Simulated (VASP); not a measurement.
# GaAs in VASP: a series of runs

GaAs is run at these levels: PBE; tasks: single point.

Program: VASP 6.6.1. These are calculated values, not measurements. Logs are shortened: lines on timing, memory, paths and dates and some standing lists are left out, and cuts for length are marked.

### 1 The cell of the first run

The cell holds a slab with vacuum, 8 atoms: a = 4.063 Å, b = 4.063 Å, c = 25.781 Å, α = 90.00°, β = 90.00°, γ = 120.00°.

### 2 Single point, PBE

INCAR

```
  ALGO = Normal
  DIPOL = 0.5 0.5 0.500
  EDIFF = 1E-7
  ENCUT = 520
  GGA = PE
  IDIPOL = 3
  ISIF = 2
  ISMEAR = 0
  LASPH = T
  LCHARG = T
  LDIPOL = T
  LELF = T
  LREAL = F
  LVACPOTAV = T
  LVHAR = T
  LWAVE = F
  NBANDS = 46
  NELM = 100
  PREC = Accurate
  SIGMA = 0.05
```

KPOINTS

```
k-points
0
Gamma
  9 9 1
```

POSCAR

```
GaAs
1.0
    4.0626003671      0.0000000000      0.0000000000
   -2.0313001835      3.5183151233      0.0000000000
    0.0000000000      0.0000000000     25.7805727556
As Ga
4 4
Direct
    0.0000000000      0.0000000000      0.2909167330
    0.3333333333      0.6666666667      0.4195833588
    0.6666666667      0.3333333333      0.5482499847
    0.0000000000      0.0000000000      0.6769166106
    0.3333333333      0.6666666667      0.3230833894
    0.6666666667      0.3333333333      0.4517500153
    0.0000000000      0.0000000000      0.5804166412
    0.3333333333      0.6666666667      0.7090832670
```

Potentials or basis: VASP PAW PBE potentials, release 64 (As, Ga_d).

On the command line:

```sh
$ cat potpaw_PBE.64/As/POTCAR potpaw_PBE.64/Ga_d/POTCAR > POTCAR
$ mpirun -np 1 vasp_std > vasp.out
```

OUTCAR:

```text
EDIFF = 1E-7
   ENCUT = 520
   GGA = PE
   ISIF = 2
   ISMEAR = 0
   LASPH = T
   LREAL = F
   NELM = 100
   PREC = Accurate

 ion  position               nearest neighbor table
   1  0.000  0.000  0.291-   5 2.49   5 2.49   5 2.49
   2  0.333  0.667  0.420-   5 2.49   6 2.49   6 2.49   6 2.49
   3  0.667  0.333  0.548-   6 2.49   7 2.49   7 2.49   7 2.49
   4  0.000  0.000  0.677-   8 2.49   8 2.49   8 2.49   7 2.49
   5  0.333  0.667  0.323-   1 2.49   1 2.49   1 2.49   2 2.49
   6  0.667  0.333  0.452-   3 2.49   2 2.49   2 2.49   2 2.49
   7  0.000  0.000  0.580-   4 2.49   3 2.49   3 2.49   3 2.49
   8  0.333  0.667  0.709-   4 2.49   4 2.49   4 2.49

  LATTYP: Found a hexagonal cell.
 ALAT       =     4.0626003671
 C/A-ratio  =     6.3458303614

  Lattice vectors:

 A1 = (   4.0626003671,   0.0000000000,   0.0000000000)
 A2 = (  -2.0313001835,   3.5183151233,   0.0000000000)
 A3 = (   0.0000000000,   0.0000000000,  25.7805727556)

Analysis of symmetry for initial positions (statically):
=====================================================================
 Subroutine PRICEL returns:
 Original cell was already a primitive cell.

 Routine SETGRP: Setting up the symmetry group for a
 hexagonal supercell.

 Subroutine GETGRP returns: Found  6 space group operations
 (whereof  6 operations were pure point group operations)
 out of a pool of 24 trial point group operations.

The static configuration has the point symmetry C_3v.

Analysis of symmetry for dynamics (positions and initial velocities):
=====================================================================
 Subroutine PRICEL returns:
 Original cell was already a primitive cell.

 Routine SETGRP: Setting up the symmetry group for a
 hexagonal supercell.

 Subroutine GETGRP returns: Found  6 space group operations
 (whereof  6 operations were pure point group operations)
 out of a pool of 24 trial point group operations.

The dynamic configuration has the point symmetry C_3v.

 Subroutine INISYM returns: Found  6 space group operations
 (whereof  6 operations are pure point group operations),
 and found     1 'primitive' translations

----------------------------------------------------------------------------------------

                                     Primitive cell

  volume of cell :     368.4948

  direct lattice vectors                    reciprocal lattice vectors
     4.062600367  0.000000000  0.000000000     0.246147765  0.142113478  0.000000000
    -2.031300183  3.518315123  0.000000000     0.000000000  0.284226957  0.000000000
     0.000000000  0.000000000 25.780572756     0.000000000  0.000000000  0.038788898

  length of vectors
     4.062600367  4.062600367 25.780572756     0.284226957  0.284226957  0.038788898

  position of ions in fractional coordinates (direct lattice)
     0.000000000  0.000000000  0.290916733
     0.333333333  0.666666667  0.419583359
     0.666666667  0.333333333  0.548249985
     0.000000000  0.000000000  0.676916611
     0.333333333  0.666666667  0.323083389
     0.666666667  0.333333333  0.451750015
     0.000000000  0.000000000  0.580416641
     0.333333333  0.666666667  0.709083267

  ion indices of the primitive-cell ions
   primitive index   ion index
                 1           1
                 2           2
                 3           3
                 4           4
                 5           5
                 6           6
                 7           7
                 8           8

----------------------------------------------------------------------------------------

 KPOINTS: k-points

Automatic generation of k-mesh.
 Grid dimensions read from file:
 generate k-points for:    9    9    1

 Generating k-lattice:

  Cartesian coordinates                     Fractional coordinates (reciprocal lattice)
     0.027349752  0.015790386  0.000000000     0.111111111  0.000000000  0.000000000
     0.000000000  0.031580773  0.000000000     0.000000000  0.111111111  0.000000000
     0.000000000  0.000000000  0.038788898     0.000000000  0.000000000  1.000000000

  Length of vectors
     0.031580773  0.031580773  0.038788898

  Shift w.r.t. Gamma in fractional coordinates (k-lattice)
     0.000000000  0.000000000  0.000000000

 Subroutine IBZKPT returns following result:
 ===========================================

 Found     12 irreducible k-points:

 Following reciprocal coordinates:
            Coordinates               Weight
  0.000000  0.000000  0.000000      1.000000
  0.111111  0.000000  0.000000      6.000000
  0.222222 -0.000000  0.000000      6.000000
  0.333333  0.000000  0.000000      6.000000
  0.444444 -0.000000  0.000000      6.000000
  0.111111  0.111111  0.000000      6.000000
  0.222222  0.111111  0.000000     12.000000
  0.333333  0.111111  0.000000     12.000000
  0.444444  0.111111  0.000000      6.000000
  0.222222  0.222222  0.000000      6.000000
  0.333333  0.222222  0.000000     12.000000
  0.333333  0.333333  0.000000      2.000000
   k-points           NKPTS =     12   k-points in BZ     NKDIM =     12   number of bands    NBANDS=     46
   number of dos      NEDOS =    301   number of ions     NIONS =      8
   total plane-waves  NPLWV = 172800
   dimension x,y,z NGX =    30 NGY =   30 NGZ =  192
   dimension x,y,z NGXF=    60 NGYF=   60 NGZF=  384
   ions per type =               4   4
   NGX,Y,Z   is equivalent  to a cutoff of  12.28, 12.28, 12.38 a.u.
   NGXF,Y,Z  is equivalent  to a cutoff of  24.55, 24.55, 24.76 a.u.
 SYSTEM =  unknown system
   PREC   = accura    normal or accurate (medium, high low for compatibility)
   ISTART =      0    job   : 0-new  1-cont  2-samecut
   ICHARG =      2    charge: 1-file 2-atom 10-const
   ISPIN  =      1    spin polarized calculation?
   LNONCOLLINEAR =      F non collinear calculations
   LSORBIT =      F    spin-orbit coupling
   LASPH  =      T    aspherical Exc in radial PAW
   ENCUT  =  520.0 eV  38.22 Ry    6.18 a.u.   7.55  7.55 47.93*2*pi/ulx,y,z
   NELM   =    100;   NELMIN=  2; NELMDL= -5     # of ELM steps
   EDIFF  = 0.1E-06   stopping-criterion for ELM
   LREAL  =      F    real-space projection
   EDIFFG = 0.1E-05   stopping-criterion for IOM
   NSW    =      0    number of steps for IOM
   IBRION =     -1    ionic relax: 0-MD 1-quasi-New 2-CG
   NFREE  =      0    steps in history (QN), initial steepest desc. (CG)
   ISIF   =      2    stress and relaxation
   ISYM   =      2    0-nonsym 1-usesym 2-fastsym
   POTIM  = 0.5000    time-step for ionic-motion
   TEBEG  =    0.0;   TEEND  =   0.0 temperature during run
   PSTRESS=    0.0 pullay stress
   NELECT =      72.0000    total number of electrons
   NUPDOWN=      -1.0000    fix difference up-down
   EMIN   =  10.00;   EMAX   =-10.00  energy-range for DOS
   EFERMI =   0.00;   METHOD = LEGACY
   ISMEAR =     0;   SIGMA  =   0.05  broadening in eV -4-tet -1-fermi 0-gaus
   EFERMI_NEDOS =   21; number of points for ismear=-14 and -15
   IALGO  =     38    algorithm
   IMIX   =      4    mixing-type and parameters
     AMIX     =   0.40;   BMIX     =  1.00
     AMIX_MAG =   1.60;   BMIX_MAG =  1.00
  volume/ion in A,a.u.               =      46.06       310.84
  Fermi-wavevector in a.u.,A,eV,Ry     =   0.949967  1.795177 12.278405  0.902437
  Thomas-Fermi vector in A             =   2.078300
   LORBIT       =      0    0 simple, 1 ext, 2 COOP (PROOUT), +10 PAW based schemes
   GGA     = PE    functional components
   LHFCALC =     F    Hartree Fock is set to
   AEXX    =    0.0000 exact exchange contribution
   IVDW    =     0    specifies the selected vdW correction
   LEPSILON=     F    determine dielectric tensor
   LRPA    =     F    only Hartree local field effects (RPA)
 non-spin polarized calculation
 Gauss-broadening in eV      SIGMA  =   0.05
  energy-cutoff  :      520.00
  volume of cell :      368.49
 maximum number of plane-waves:      9985
 NGX is ok and might be reduce to    30
   NGX = 15   NGY = 15   NGZ = 95

 number of electron      71.9999980 magnetization

 dipolmoment           0.000000      0.000000     -0.164091 electrons x Angstroem

 Free energy of the ion-electron system (eV)
  ---------------------------------------------------
  ext. energy  EPLUGINS =         0.00000000
  ---------------------------------------------------
  free energy    TOTEN  =       -31.09490059 eV

  energy without entropy =      -31.08669720  energy(sigma->0) =      -31.09079890

 E-fermi :  -0.4295     XC(G=0):  -5.3759

 val. band max:       -0.4314801843   @ k =   0.4444  -0.0000   0.0000
 cond. band min:      -0.4252368909   @ k =   0.4444   0.1111   0.0000
 fundamental gap:      0.0062432934
 Fermi energy:        -0.4294573706

 k-point     1 :       0.0000    0.0000    0.0000
  band No.  band energies     occupation
      1     -15.7999      2.00000
      2     -15.7493      2.00000
      3     -15.7493      2.00000
      4     -15.6916      2.00000
      5     -15.6916      2.00000
      6     -15.6456      2.00000
[... 38 lines left out ...]
     45       3.6084      0.00000
     46       3.6084      0.00000

 k-point     2 :       0.1111    0.0000    0.0000
  band No.  band energies     occupation
      1     -15.8006      2.00000
      2     -15.7530      2.00000
      3     -15.7489      2.00000
      4     -15.6930      2.00000
      5     -15.6890      2.00000
      6     -15.6424      2.00000
[... 38 lines left out ...]
     45       3.4811      0.00000
     46       3.7373      0.00000

 k-point     3 :       0.2222   -0.0000    0.0000
  band No.  band energies     occupation
      1     -15.8062      2.00000
      2     -15.7574      2.00000
      3     -15.7481      2.00000
      4     -15.6961      2.00000
      5     -15.6820      2.00000
      6     -15.6367      2.00000
[... 430 lines left out ...]
     45       4.5227      0.00000
     46       4.9315      0.00000

 k-point    12 :       0.3333    0.3333    0.0000
  band No.  band energies     occupation
      1     -15.8263      2.00000
      2     -15.7518      2.00000
      3     -15.7517      2.00000
      4     -15.6962      2.00000
      5     -15.6730      2.00000
      6     -15.6345      2.00000
[... 38 lines left out ...]
     45       5.1050      0.00000
     46       5.2098      0.00000

------------------------ aborting loop because EDIFF is reached ----------------------------------------

  FORCE on cell =-STRESS in cart. coord.  units (eV):
  Direction    XX          YY          ZZ          XY          YZ          ZX
  --------------------------------------------------------------------------------------
  -------------------------------------------------------------------------------------
  Total       -0.5375448     -0.5375448      2.5281731     -0.0000000      0.0000000      0.0000000
  in kB       -2.3371889     -2.3371889     10.9922344     -0.0000000      0.0000000      0.0000000
  external PRESSURE =       2.1059522 kB  Pullay stress =       0.0000000 kB

 VOLUME and BASIS-vectors are now :
 -----------------------------------------------------------------------------
  energy-cutoff  :      520.00
  volume of cell :      368.49
      direct lattice vectors                 reciprocal lattice vectors
     4.062600367  0.000000000  0.000000000     0.246147765  0.142113478  0.000000000
    -2.031300183  3.518315123  0.000000000     0.000000000  0.284226957  0.000000000
     0.000000000  0.000000000 25.780572756     0.000000000  0.000000000  0.038788898

 POSITION                                       TOTAL-FORCE (eV/Angst)
 -----------------------------------------------------------------------------------
      0.00000      0.00000      7.50000        -0.000000     -0.000000     -0.121581
     -0.00000      2.34554     10.81710         0.000000     -0.000000      0.454404
      2.03130      1.17277     14.13420         0.000000     -0.000000      0.324264
      0.00000      0.00000     17.45130         0.000000      0.000000      0.596698
     -0.00000      2.34554      8.32927        -0.000000     -0.000000     -0.279711
      2.03130      1.17277     11.64637         0.000000     -0.000000     -0.328532
      0.00000      0.00000     14.96347         0.000000     -0.000000     -0.447101
     -0.00000      2.34554     18.28057        -0.000000     -0.000000     -0.198440
 -----------------------------------------------------------------------------------
    total drift:                               -0.000008      0.000002     -0.002047

  FREE ENERGIE OF THE ION-ELECTRON SYSTEM (eV)
  ---------------------------------------------------
  free  energy   TOTEN  =       -31.0949005927 eV

  energy  without entropy=      -31.0866971991  energy(sigma->0) =      -31.09079890

 vacuum level on the upper side and lower side of the slab         3.246         5.324
```

Run time: 13 min. Hardware: 1 thread of AMD EPYC 7R13, shared host; peak memory 0.48 GiB.

Results:

```yaml
Free_energy: -31.0949 eV
Largest_force: 0.597 eV/Å
Band_gap_on_the_k_mesh: zero (band 36 reaches -0.14 eV, above the bottom of band 37 at -0.43 eV)
```

Forces in eV/Å, atoms in the order of the input:
```
As   0.000  0.000 -0.122
As   0.000  0.000  0.454
As   0.000  0.000  0.324
As   0.000  0.000  0.597
Ga   0.000  0.000 -0.280
Ga   0.000  0.000 -0.329
Ga   0.000  0.000 -0.447
Ga   0.000  0.000 -0.198
```

### 3 Single point, PBE

INCAR

```
PREC = Accurate
ENCUT = 520
EDIFF = 1E-7
ISMEAR = 0
SIGMA = 0.05
LREAL = False
LASPH = True
NELM = 60
ALGO = Normal
ISIF = 2
LWAVE = False
LCHARG = False
LDIPOL = True
IDIPOL = 3
DIPOL = 0.5 0.5 0.500
GGA = PE
NBANDS = 46
```

KPOINTS

```
regular mesh
0
Gamma
  9 9 1
```

POSCAR

```
GaAs
1.0
    4.0626003671      0.0000000000      0.0000000000
   -2.0313001835      3.5183151233      0.0000000000
    0.0000000000      0.0000000000     25.7805727556
As Ga
4 4
Direct
    0.0000000000      0.0000000000      0.2866701861
    0.3333333333      0.6666666667      0.4199849356
    0.6666666667      0.3333333333      0.5501794166
    0.0000000000      0.0000000000      0.6816222201
    0.3333333333      0.6666666667      0.3196389397
    0.6666666667      0.3333333333      0.4505576308
    0.0000000000      0.0000000000      0.5807452015
    0.3333333333      0.6666666667      0.7106014697
```

Potentials or basis: VASP PAW PBE potentials, release 64 (As, Ga_d).

On the command line:

```sh
$ cat potpaw_PBE.64/As/POTCAR potpaw_PBE.64/Ga_d/POTCAR > POTCAR
$ mpirun -np 1 vasp_std > vasp.out
```

OUTCAR:

```text
PREC = Accurate
   ENCUT = 520
   EDIFF = 1E-7
   ISMEAR = 0
   LREAL = False
   LASPH = True
   NELM = 60
   ISIF = 2
   GGA = PE

 ion  position               nearest neighbor table
   1  0.000  0.000  0.287-   5 2.49   5 2.49   5 2.49
   2  0.333  0.667  0.420-   6 2.47   6 2.47   6 2.47   5 2.59
   3  0.667  0.333  0.550-   7 2.47   7 2.47   7 2.47   6 2.57
   4  0.000  0.000  0.682-   8 2.46   8 2.46   8 2.46   7 2.60
   5  0.333  0.667  0.320-   1 2.49   1 2.49   1 2.49   2 2.59
   6  0.667  0.333  0.451-   2 2.47   2 2.47   2 2.47   3 2.57
   7  0.000  0.000  0.581-   3 2.47   3 2.47   3 2.47   4 2.60
   8  0.333  0.667  0.711-   4 2.46   4 2.46   4 2.46

  LATTYP: Found a hexagonal cell.
 ALAT       =     4.0626003671
 C/A-ratio  =     6.3458303614

  Lattice vectors:

[... 785 lines left out ...]
  external PRESSURE =      -0.9619516 kB  Pullay stress =       0.0000000 kB

 VOLUME and BASIS-vectors are now :
 -----------------------------------------------------------------------------
  energy-cutoff  :      520.00
  volume of cell :      368.49
      direct lattice vectors                 reciprocal lattice vectors
     4.062600367  0.000000000  0.000000000     0.246147765  0.142113478  0.000000000
    -2.031300183  3.518315123  0.000000000     0.000000000  0.284226957  0.000000000
     0.000000000  0.000000000 25.780572756     0.000000000  0.000000000  0.038788898

 POSITION                                       TOTAL-FORCE (eV/Angst)
 -----------------------------------------------------------------------------------
      0.00000      0.00000      7.39052        -0.000000      0.000000     -0.008705
     -0.00000      2.34554     10.82745        -0.000000      0.000000     -0.003109
      2.03130      1.17277     14.18394        -0.000000      0.000000     -0.015183
      0.00000      0.00000     17.57261        -0.000000      0.000000     -0.007685
     -0.00000      2.34554      8.24047         0.000000     -0.000000      0.007397
      2.03130      1.17277     11.61563         0.000000      0.000000     -0.000325
      0.00000      0.00000     14.97194         0.000000      0.000000      0.005888
     -0.00000      2.34554     18.31971         0.000000     -0.000000      0.021720
 -----------------------------------------------------------------------------------
    total drift:                               -0.000008      0.000002      0.001187

  FREE ENERGIE OF THE ION-ELECTRON SYSTEM (eV)
  ---------------------------------------------------
  free  energy   TOTEN  =       -31.1552215382 eV

  energy  without entropy=      -31.1475585127  energy(sigma->0) =      -31.15139003

 vacuum level on the upper side and lower side of the slab         3.072         5.334
```

OSZICAR:

```text
N       E                     dE             d eps       ncg     rms          rms(c)
DAV:   1     0.571091745186E+03    0.57109E+03   -0.32111E+04  1160   0.170E+03
DAV:   2     0.502111328934E+02   -0.52088E+03   -0.50295E+03  1266   0.419E+02
DAV:   3    -0.273634717407E+02   -0.77575E+02   -0.75411E+02  1340   0.148E+02
DAV:   4    -0.323965923665E+02   -0.50331E+01   -0.50027E+01  1382   0.369E+01
[... 21 lines left out ...]
DAV:  26    -0.311552178487E+02   -0.56935E-05   -0.14592E-06   914   0.264E-03    0.265E-03
DAV:  27    -0.311552209517E+02   -0.31029E-05   -0.21862E-07   928   0.151E-03    0.222E-03
DAV:  28    -0.311552211132E+02   -0.16155E-06   -0.15360E-07   870   0.764E-04    0.155E-03
DAV:  29    -0.311552214548E+02   -0.34157E-06   -0.29394E-07   766   0.700E-04    0.562E-04
DAV:  30    -0.311552215382E+02   -0.83455E-07   -0.36241E-08   810   0.419E-04
   1 F= -.31155222E+02 E0= -.31151390E+02  d E =-.766303E-02
```

stdout:

```text
POSCAR found type information on POSCAR AsGa
 POSCAR found :  2 types and       8 ions
 scaLAPACK will be used
 LDA part: xc-table for (Slater+PW92), standard interpolation
 POSCAR, INCAR and KPOINTS ok, starting setup
 FFT: planning ... GRIDC
 FFT: planning ... GRID_SOFT
 FFT: planning ... GRID
 WAVECAR not read
 entering main loop
```

Wall time 15 min (1 thread of AMD EPYC 7R13, shared host); peak memory 0.48 GiB.

Results:

| Property | Result |
| --- | --- |
| Free energy | -31.1552 eV |
| Largest force | 0.022 eV/Å |
| Band gap on the k mesh | zero (band 36 reaches -0.05 eV, above the bottom of band 37 at -0.37 eV) |

Forces on the atoms (eV/Å):
```
As   0.000  0.000 -0.009
As   0.000  0.000 -0.003
As   0.000  0.000 -0.015
As   0.000  0.000 -0.008
Ga   0.000  0.000  0.007
Ga   0.000  0.000  0.000
Ga   0.000  0.000  0.006
Ga   0.000  0.000  0.022
```
